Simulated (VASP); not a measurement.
## Nb: electric field gradients with LDA

Crystal: Nb.

```
CELL_PARAMETERS angstrom
0.00000 2.15730 2.11500
2.15730 0.00000 2.11500
2.15730 2.15730 0.00000
ATOMIC_POSITIONS crystal
Nb 0.00000 0.00000 0.00000
```

This cell differs from its parent crystal: equal xx and yy strain of +2 %.

```json
{"Program": "VASP 6.6.1", "Task": "electric field gradients", "Functional": "LDA", "Potentials or basis": "VASP PAW LDA potentials, release 64 (Nb_sv)", "Cutoff": "520 eV", "k mesh": "13 × 13 × 13", "Occupations": "fermi-dirac, width 0.03 eV", "Spin": "no spin polarisation", "Dipole correction": "no", "Further INCAR settings": "ALGO = Normal; EDIFF = 1e-08; NBANDS = 12"}
```

```yaml
Pressure: -15.8 GPa
Band_gap_on_the_k_mesh: zero (an odd number of electrons rules out a gap without spin polarisation)
Largest_electric_field_gradient_by_atom: Nb +14.3 V/Å²
```

Stress tensor (GPa, compression positive):
```
-14.21   0.00   0.00
  0.00 -14.21   0.00
  0.00   0.00 -18.98
```

Levels at points of the mesh, in eV from the Fermi level:
| k point | band 4 | band 5 | band 6 | band 7 | band 8 | band 9 |
| --- | --- | --- | --- | --- | --- | --- |
| (0.00, 0.00, 0.00) | -30.13 | -6.04 | 0.08 | 0.08 | 0.30 | 2.41 |

Electric field gradients, principal values (V/Å²):
| atom | least | middle | greatest (by size) |
| --- | --- | --- | --- |
| 1 Nb | -7.175 | -7.175 | 14.350 |

Wall time 57 s on 1 thread of Intel Xeon 8259CL, on a shared host, peak memory 0.16 GiB.

Caveat: the cell differs from its parent crystal (equal xx and yy strain of +2 %); the cell stands under tension; without QUAD_EFG the Cq values of the log hold for a quadrupole moment of 1 mb, not for the nuclei.
